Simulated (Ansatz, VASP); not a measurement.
**One calculation of SrB, two programs**

INCAR

```
SYSTEM = SrB
  ALGO = Normal
  EDIFF = 1E-7
  ENCUT = 520
  GGA = PS
  ISIF = 2
  ISMEAR = 0
  LASPH = .TRUE.
  LCHARG = .FALSE.
  LREAL = .FALSE.
  LWAVE = .FALSE.
  NBANDS = 14
  NELM = 100
  PREC = Accurate
  SIGMA = 0.05
```

File KPOINTS:

```
k-points
0
G
  10 10 10
  0 0 0
```

The input POSCAR:

```
SrB
1.0
    0.0000000000      2.9211770414      2.9211770414
    2.9211770414      0.0000000000      2.9211770414
    2.9211770414      2.9211770414      0.0000000000
Sr B
1 1
Direct
    0.5000000000      0.5000000000      0.5000000000
    0.0000000000      0.0000000000      0.0000000000
```

Input for Ansatz:

```yaml
crystal:
  lattice:
    - [0.0, 2.9211770414, 2.9211770414]
    - [2.9211770414, 0.0, 2.9211770414]
    - [2.9211770414, 2.9211770414, 0.0]
  atoms:
    - { symbol: Sr, position: [0.5, 0.5, 0.5] }
    - { symbol: B, position: [0.0, 0.0, 0.0] }
basis:
  ecutwfc: 420
  ecutrho_ratio: 4
kpoints:
  mp_grid: { grid: [10, 10, 10] }
hamiltonian:
  xc: pbesol
scf:
  occupations: { method: gaussian, width: 0.05 }
output:
  forces: true
  stress: true
  eigenvalues: true
```

Alike in both runs: task single point; functional PBEsol; k mesh 10 × 10 × 10; occupations gaussian, width 0.05 eV; no spin polarisation.

```csv
,VASP,Ansatz
version,VASP 6.6.1,Ansatz 0.2.0
potentials or method,"VASP PAW PBE potentials, release 64 (Sr_sv, B), cutoff 520 eV","scalar-relativistic, plane waves, PAW"
valence electrons in the cell,13,13
```

VASP gave:

- gap on the k mesh at the Fermi level (eV): none
- pressure (GPa): 0.9

Problem. Which values does Ansatz return?

Solution. gap on the k mesh at the Fermi level (eV): none; pressure (GPa): 0.8.

VASP's potentials were made for PBE, not for PBEsol. A gap of «none» marks a metal or a gap that the smearing closes.
